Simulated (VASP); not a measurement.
# LiCuAuO2 (R3m) in VASP: a series of runs

Runs on LiCuAuO2. Level: PBEsol. Tasks: single point.

Everything below comes from runs of VASP 6.6.1. Logs are shortened: lines on timing, memory, paths and dates and some standing lists are left out, and cuts for length are marked.

## (1) The cell of the first run

The structure is trigonal, space group R3m (No. 160). The conventional cell has a = 3.418 Å, b = 3.418 Å, c = 16.927 Å, α = 90.00°, β = 90.00°, γ = 120.00°. Within 2.7 Å of Li (site symmetry 3m) lie 4 O at 1.97 to 2.04 Å and 3 Cu at 2.54 Å and 3 Au at 2.65 Å. Cu (site symmetry 3m) has 6 O at 2.02 to 2.52 Å and 3 Li at 2.54 Å within 2.7 Å. Within 2.4 Å of Au (site symmetry 3m) lie 2 O at 1.81 to 1.84 Å. Within 2.4 Å of O (site symmetry 3m) lie 1 Au at 1.84 Å and 3 Cu at 2.02 Å and 1 Li at 2.04 Å. O (site symmetry 3m) has 1 Au at 1.81 Å and 3 Li at 1.97 Å within 2.4 Å.

## (2) Single point, PBEsol

Contents of INCAR:

```
SYSTEM = LiCuAuO2
PREC     = Accurate       ! precision mode
ENCUT    = 520            ! plane-wave cutoff, eV
EDIFF    = 1E-7           ! SCF threshold, eV
ISMEAR   = 0              ! smearing method
SIGMA    = 0.15           ! smearing width, eV
LREAL    = .FALSE.        ! projectors in reciprocal space
LASPH    = .TRUE.         ! aspherical terms in the spheres
NELM     = 100            ! most SCF steps
ALGO     = Normal         ! electronic algorithm
ISIF     = 2              ! what is computed and relaxed
LWAVE    = .FALSE.        ! write WAVECAR
LCHARG   = .TRUE.         ! write CHGCAR
GGA      = PS             ! functional
LELF     = .TRUE.         ! ELF
LVHAR    = .TRUE.       
NBANDS   = 26             ! bands
```

Contents of KPOINTS:

```
Automatic mesh
0
G
  18 18 18
  0 0 0
```

Contents of POSCAR:

```
LiCuAuO2
1.0
    1.7089243058      0.9866479080      5.6422067907
   -1.7089243058      0.9866479080      5.6422067907
    0.0000000000     -1.9732958159      5.6422067907
Li Cu Au O
1 1 1 2
Direct
    0.7607275678      0.7607275678      0.7607275678
    0.5223285292      0.5223285292      0.5223285292
    0.9895934069      0.9895934069      0.9895934069
    0.8811144267      0.8811144267      0.8811144267
    0.0962360693      0.0962360693      0.0962360693
```

Potentials or basis: VASP PAW PBE potentials, release 64 (Li_sv, Cu, Au, O).

Launch:

```
cat potpaw_PBE.64/Li_sv/POTCAR potpaw_PBE.64/Cu/POTCAR potpaw_PBE.64/Au/POTCAR potpaw_PBE.64/O/POTCAR > POTCAR
mpirun -np 1 vasp_std > vasp.out
```

OUTCAR:

```text
SYSTEM = LiCuAuO2
   PREC = Accurate
   ENCUT = 520
   EDIFF = 1E-7
   ISMEAR = 0
   LREAL = .FALSE.
   LASPH = .TRUE.
   NELM = 100
   ISIF = 2
   GGA = PS

 ion  position               nearest neighbor table
   1  0.761  0.761  0.761-   5 1.97   5 1.97   5 1.97   4 2.04   2 2.54   2 2.54   2 2.54   3 2.65
                             3 2.65   3 2.65
   2  0.522  0.522  0.522-   4 2.02   4 2.02   4 2.02   1 2.54   1 2.54   1 2.54   3 3.01   3 3.01
                             3 3.01
   3  0.990  0.990  0.990-   5 1.81   4 1.84   1 2.65   1 2.65   1 2.65   2 3.01   2 3.01   2 3.01

   4  0.881  0.881  0.881-   3 1.84   2 2.02   2 2.02   2 2.02   1 2.04
   5  0.096  0.096  0.096-   3 1.81   1 1.97   1 1.97   1 1.97

  LATTYP: Found a trigonal (rhomboedric) cell.
 ALAT       =     5.9773233011
 COS(alpha) =     0.8365209309

  Lattice vectors:

 A1 = (   1.7089243058,   0.9866479080,   5.6422067907)
 A2 = (  -1.7089243058,   0.9866479080,   5.6422067907)
 A3 = (   0.0000000000,  -1.9732958159,   5.6422067907)

Analysis of symmetry for initial positions (statically):
=====================================================================
 Subroutine PRICEL returns:
 Original cell was already a primitive cell.

 Routine SETGRP: Setting up the symmetry group for a
 trigonal (rhombohedral) supercell.

 Subroutine GETGRP returns: Found  6 space group operations
 (whereof  6 operations were pure point group operations)
 out of a pool of 12 trial point group operations.

The static configuration has the point symmetry C_3v.

Analysis of symmetry for dynamics (positions and initial velocities):
=====================================================================
 Subroutine PRICEL returns:
 Original cell was already a primitive cell.

 Routine SETGRP: Setting up the symmetry group for a
 trigonal (rhombohedral) supercell.

 Subroutine GETGRP returns: Found  6 space group operations
 (whereof  6 operations were pure point group operations)
 out of a pool of 12 trial point group operations.

The dynamic configuration has the point symmetry C_3v.

 Subroutine INISYM returns: Found  6 space group operations
 (whereof  6 operations are pure point group operations),
 and found     1 'primitive' translations

----------------------------------------------------------------------------------------

                                     Primitive cell

  volume of cell :      57.0802

  direct lattice vectors                    reciprocal lattice vectors
     1.708924306  0.986647908  5.642206791     0.292581713  0.168922130  0.059078539
    -1.708924306  0.986647908  5.642206791    -0.292581713  0.168922130  0.059078539
     0.000000000 -1.973295816  5.642206791     0.000000000 -0.337844261  0.059078539

  length of vectors
     5.977323301  5.977323301  5.977323301     0.342970871  0.342970871  0.342970871

  position of ions in fractional coordinates (direct lattice)
     0.760727568  0.760727568  0.760727568
     0.522328529  0.522328529  0.522328529
     0.989593407  0.989593407  0.989593407
     0.881114427  0.881114427  0.881114427
     0.096236069  0.096236069  0.096236069

  ion indices of the primitive-cell ions
   primitive index   ion index
                 1           1
                 2           2
                 3           3
                 4           4
                 5           5

----------------------------------------------------------------------------------------

 KPOINTS: Automatic mesh

Automatic generation of k-mesh.
 Grid dimensions read from file:
 generate k-points for:   18   18   18

 Generating k-lattice:

  Cartesian coordinates                     Fractional coordinates (reciprocal lattice)
     0.016254540  0.009384563  0.003282141     0.055555556  0.000000000  0.000000000
    -0.016254540  0.009384563  0.003282141     0.000000000  0.055555556  0.000000000
     0.000000000 -0.018769126  0.003282141     0.000000000  0.000000000  0.055555556

  Length of vectors
     0.019053937  0.019053937  0.019053937

  Shift w.r.t. Gamma in fractional coordinates (k-lattice)
     0.000000000  0.000000000  0.000000000

 Subroutine IBZKPT returns following result:
 ===========================================

 Found    580 irreducible k-points:

 Following reciprocal coordinates:
            Coordinates               Weight
  0.000000  0.000000  0.000000      1.000000
  0.055556 -0.000000 -0.000000      6.000000
  0.111111 -0.000000 -0.000000      6.000000
  0.166667 -0.000000 -0.000000      6.000000
  0.222222  0.000000 -0.000000      6.000000
  0.277778 -0.000000 -0.000000      6.000000
[... 16 lines left out ...]
 -0.277778  0.055556  0.000000     12.000000
 -0.222222  0.055556  0.000000     12.000000
 [... further k-points ...]
   k-points           NKPTS =    580   k-points in BZ     NKDIM =    580   number of bands    NBANDS=     26
   number of dos      NEDOS =    301   number of ions     NIONS =      5
   total plane-waves  NPLWV = 110592
   dimension x,y,z NGX =    48 NGY =   48 NGZ =   48
   dimension x,y,z NGXF=    96 NGYF=   96 NGZF=   96
   ions per type =               1   1   1   2
   NGX,Y,Z   is equivalent  to a cutoff of  13.35, 13.35, 13.35 a.u.
   NGXF,Y,Z  is equivalent  to a cutoff of  26.70, 26.70, 26.70 a.u.
 SYSTEM =  LiCuAuO2
   PREC   = accura    normal or accurate (medium, high low for compatibility)
   ISTART =      0    job   : 0-new  1-cont  2-samecut
   ICHARG =      2    charge: 1-file 2-atom 10-const
   ISPIN  =      1    spin polarized calculation?
   LNONCOLLINEAR =      F non collinear calculations
   LSORBIT =      F    spin-orbit coupling
   LASPH  =      T    aspherical Exc in radial PAW
   ENCUT  =  520.0 eV  38.22 Ry    6.18 a.u.  11.11 11.11 11.11*2*pi/ulx,y,z
   NELM   =    100;   NELMIN=  2; NELMDL= -5     # of ELM steps
   EDIFF  = 0.1E-06   stopping-criterion for ELM
   LREAL  =      F    real-space projection
   EDIFFG = 0.1E-05   stopping-criterion for IOM
   NSW    =      0    number of steps for IOM
   IBRION =     -1    ionic relax: 0-MD 1-quasi-New 2-CG
   NFREE  =      0    steps in history (QN), initial steepest desc. (CG)
   ISIF   =      2    stress and relaxation
   ISYM   =      2    0-nonsym 1-usesym 2-fastsym
   POTIM  = 0.5000    time-step for ionic-motion
   TEBEG  =    0.0;   TEEND  =   0.0 temperature during run
   PSTRESS=    0.0 pullay stress
   NELECT =      37.0000    total number of electrons
   NUPDOWN=      -1.0000    fix difference up-down
   EMIN   =  10.00;   EMAX   =-10.00  energy-range for DOS
   EFERMI =   0.00;   METHOD = LEGACY
   ISMEAR =     0;   SIGMA  =   0.15  broadening in eV -4-tet -1-fermi 0-gaus
   EFERMI_NEDOS =   21; number of points for ismear=-14 and -15
   IALGO  =     38    algorithm
   IMIX   =      4    mixing-type and parameters
     AMIX     =   0.40;   BMIX     =  1.00
     AMIX_MAG =   1.60;   BMIX_MAG =  1.00
  volume/ion in A,a.u.               =      11.42        77.04
  Fermi-wavevector in a.u.,A,eV,Ry     =   1.416817  2.677395 27.311918  2.007369
  Thomas-Fermi vector in A             =   2.538112
   LORBIT       =      0    0 simple, 1 ext, 2 COOP (PROOUT), +10 PAW based schemes
   GGA     = PS    functional components
   LHFCALC =     F    Hartree Fock is set to
   AEXX    =    0.0000 exact exchange contribution
   IVDW    =     0    specifies the selected vdW correction
   LEPSILON=     F    determine dielectric tensor
   LRPA    =     F    only Hartree local field effects (RPA)
 non-spin polarized calculation
 Gauss-broadening in eV      SIGMA  =   0.15
  energy-cutoff  :      520.00
  volume of cell :       57.08
 maximum number of plane-waves:      1557
 NGX is ok and might be reduce to    48

 number of electron      37.0000000 magnetization

 Free energy of the ion-electron system (eV)
  ---------------------------------------------------
  ext. energy  EPLUGINS =         0.00000000
  ---------------------------------------------------
  free energy    TOTEN  =       -23.19713238 eV

  energy without entropy =      -23.16018387  energy(sigma->0) =      -23.17865812

 E-fermi :   5.0948     XC(G=0): -11.4166

 val. band max:        5.0947356260   @ k =  -0.3889  -0.3889   0.2222
 cond. band min:       5.0971156269   @ k =  -0.3889   0.5000   0.1111
 fundamental gap:      0.0023800009
 Fermi energy:         5.0947527533

 k-point     1 :       0.0000    0.0000    0.0000
  band No.  band energies     occupation
      1     -38.5432      2.00000
      2     -14.7826      2.00000
      3     -12.8731      2.00000
      4      -3.2095      2.00000
      5      -1.1639      2.00000
      6      -1.1639      2.00000
[... 18 lines left out ...]
     25      16.9865      0.00000
     26      18.5799      0.00000

 k-point     2 :       0.0556   -0.0000   -0.0000
  band No.  band energies     occupation
      1     -38.5429      2.00000
      2     -14.7724      2.00000
      3     -12.8748      2.00000
      4      -3.1959      2.00000
      5      -1.1964      2.00000
      6      -1.1631      2.00000
[... 18 lines left out ...]
     25      16.9330      0.00000
     26      17.8978      0.00000

 k-point     3 :       0.1111   -0.0000   -0.0000
  band No.  band energies     occupation
      1     -38.5423      2.00000
      2     -14.7431      2.00000
      3     -12.8801      2.00000
      4      -3.1557      2.00000
      5      -1.2823      2.00000
      6      -1.1609      2.00000
[... 18 lines left out ...]
     25      16.5442      0.00000
     26      17.3964      0.00000

 k-point     4 :       0.1667   -0.0000   -0.0000
  band No.  band energies     occupation
      1     -38.5413      2.00000
      2     -14.6972      2.00000
      3     -12.8889      2.00000
      4      -3.0916      2.00000
      5      -1.3995      2.00000
      6      -1.1580      2.00000
[... 18 lines left out ...]
     25      15.9731      0.00000
     26      17.2170      0.00000
[... 496 lines left out ...]
      1     -38.5366      2.00000
      2     -14.4892      2.00000
      3     -12.9266      2.00000
      4      -2.7714      2.00000
      5      -1.8040      2.00000
      6      -1.1820      2.00000
[... 18 lines left out ...]
     25      15.5917      0.00000
     26      17.1308      0.00000

 k-point    23 :      -0.2778    0.0556    0.0000
  band No.  band energies     occupation
      1     -38.5378      2.00000
      2     -14.5467      2.00000
      3     -12.9113      2.00000
      4      -2.8793      2.00000
      5      -1.7178      2.00000
      6      -1.1754      2.00000
[... 18 lines left out ...]
     25      15.7754      0.00000
     26      17.0225      0.00000

 k-point    24 :      -0.2222    0.0556    0.0000
  band No.  band energies     occupation
      1     -38.5392      2.00000
      2     -14.6091      2.00000
      3     -12.8973      2.00000
      4      -2.9816      2.00000
      5      -1.6071      2.00000
      6      -1.1694      2.00000
[... 18 lines left out ...]
     25      15.9710      0.00000
     26      16.7440      0.00000

 [... further k-points ...]
[... 5 lines left out ...]
  --------------------------------------------------------------------------------------
  -------------------------------------------------------------------------------------
  Total       -0.7493570     -0.7493570     18.0172038      0.0000000      0.0000000      0.0000000
  in kB      -21.0336217    -21.0336217    505.7229912      0.0000000      0.0000000      0.0000000
  external PRESSURE =     154.5519159 kB  Pullay stress =       0.0000000 kB

 VOLUME and BASIS-vectors are now :
 -----------------------------------------------------------------------------
  energy-cutoff  :      520.00
  volume of cell :       57.08
      direct lattice vectors                 reciprocal lattice vectors
     1.708924306  0.986647908  5.642206791     0.292581713  0.168922130  0.059078539
    -1.708924306  0.986647908  5.642206791    -0.292581713  0.168922130  0.059078539
     0.000000000 -1.973295816  5.642206791     0.000000000 -0.337844261  0.059078539

 POSITION                                       TOTAL-FORCE (eV/Angst)
 -----------------------------------------------------------------------------------
      0.00000      0.00000     12.87655         0.000000      0.000000      0.203655
      0.00000      0.00000      8.84126         0.000000     -0.000000     -0.052590
      0.00000      0.00000     16.75047         0.000000     -0.000000     -0.999173
      0.00000      0.00000     14.91429         0.000000     -0.000000     -3.973239
      0.00000      0.00000      1.62895         0.000000      0.000000      4.821347
 -----------------------------------------------------------------------------------
    total drift:                                0.000000      0.000000      0.000404

  FREE ENERGIE OF THE ION-ELECTRON SYSTEM (eV)
  ---------------------------------------------------
  free  energy   TOTEN  =       -23.1971323760 eV

  energy  without entropy=      -23.1601838696  energy(sigma->0) =      -23.17865812
```

Wall time 21 min (1 thread of Intel Xeon 6975P-C (Granite Rapids), shared host); peak memory 1 GiB.

What came out:

```
Free energy            : -23.1971 eV
Largest force          : 4.821 eV/Å
Band gap on the k mesh : zero (an odd number of electrons rules out a gap without spin polarisation)
```

Forces on the atoms (eV/Å):
```
Li   0.000  0.000  0.204
Cu   0.000  0.000 -0.053
Au   0.000  0.000 -0.999
O    0.000  0.000 -3.973
O    0.000  0.000  4.821
```

Levels at points of the mesh, in eV from the Fermi level:
| k point | band 17 | band 18 | band 19 | band 20 | band 21 | band 22 |
| --- | --- | --- | --- | --- | --- | --- |
| (0.00, 0.00, 0.00) | -1.35 | 0.54 | 0.54 | 2.16 | 4.63 | 7.53 |
| (0.50, 0.00, 0.00) | -0.73 | -0.61 | -0.26 | 2.24 | 5.33 | 5.84 |
| (0.50, 0.50, 0.00) | -1.20 | -0.57 | 0.12 | 2.48 | 5.54 | 6.95 |
| (0.50, 0.50, 0.50) | -0.76 | 0.19 | 0.19 | 2.45 | 5.84 | 7.84 |

Caveat: the cutoff is under 1.25 times the usual one of these potentials, so pressure, stress and relaxed cells hold a basis-set (Pulay) error; the PAW data sets were made with another functional, which shifts forces and pressure a little; spin-orbit coupling is left out, which moves the levels of the heavy elements; an odd number of electrons without spin polarisation forces a metal; a magnetic or distorted state may lie lower.

## (3) Single point, PBEsol

This run uses another cell than the first one, of the same volume but with other edges.

Contents of INCAR:

```
PREC = Accurate
ENCUT = 520
EDIFF = 1E-6
ISMEAR = 0
SIGMA = 0.15
LREAL = F
LASPH = T
NELM = 100
ALGO = Normal
ISIF = 2
LWAVE = F
LCHARG = F
GGA = PS
NBANDS = 26
```

Contents of KPOINTS:

```
regular mesh
0
Gamma
  18 18 18
```

POSCAR: that of step 2 with these lines changed.

```diff
@@ -2,5 +2,5 @@
 1.0
-    1.7089243058      0.9866479080      5.6422067907
-   -1.7089243058      0.9866479080      5.6422067907
-    0.0000000000     -1.9732958159      5.6422067907
+    1.6409879461      0.9474248324      6.1190481533
+   -1.6409879461      0.9474248324      6.1190481533
+    0.0000000000     -1.8948496648      6.1190481533
 Li Cu Au O
```

Potentials or basis: VASP PAW PBE potentials, release 64 (Li_sv, Cu, Au, O).

Launch:

```
cat potpaw_PBE.64/Li_sv/POTCAR potpaw_PBE.64/Cu/POTCAR potpaw_PBE.64/Au/POTCAR potpaw_PBE.64/O/POTCAR > POTCAR
mpirun -np 1 vasp_std > vasp.out
```

It took 20 min on 1 thread of Intel Xeon 6975P-C (Granite Rapids), shared host; peak memory 1 GiB.

Results (log left out):

| Quantity | Value |
| --- | --- |
| Free energy | -24.0302 eV |
| Largest force | 0.789 eV/Å |
| Band gap on the k mesh | zero (an odd number of electrons rules out a gap without spin polarisation) |

Forces in eV/Å, atoms in the order of the input:
```
Li   0.000  0.000  0.051
Cu   0.000  0.000 -0.022
Au   0.000  0.000 -0.240
O    0.000  0.000 -0.577
O    0.000  0.000  0.789
```

Levels at points of the mesh, in eV from the Fermi level:
```csv
k point,band 16,band 17,band 18,band 19,band 20,band 21,band 22,band 23
"(0.00, 0.00, 0.00)",-1.27,-1.12,0.65,0.65,1.56,4.81,6.65,10.94
"(0.50, 0.00, 0.00)",-1.09,-0.60,-0.56,0.01,2.22,4.99,6.21,9.28
"(0.50, 0.50, 0.00)",-1.59,-1.04,-0.09,-0.04,2.59,5.36,7.19,7.47
"(0.50, 0.50, 0.50)",-0.73,-0.73,0.43,0.43,2.76,4.28,7.81,9.05
```

Caveat: the cutoff is under 1.25 times the usual one of these potentials, so pressure, stress and relaxed cells hold a basis-set (Pulay) error; the PAW data sets were made with another functional, which shifts forces and pressure a little; spin-orbit coupling is left out, which moves the levels of the heavy elements; an odd number of electrons without spin polarisation forces a metal; a magnetic or distorted state may lie lower.
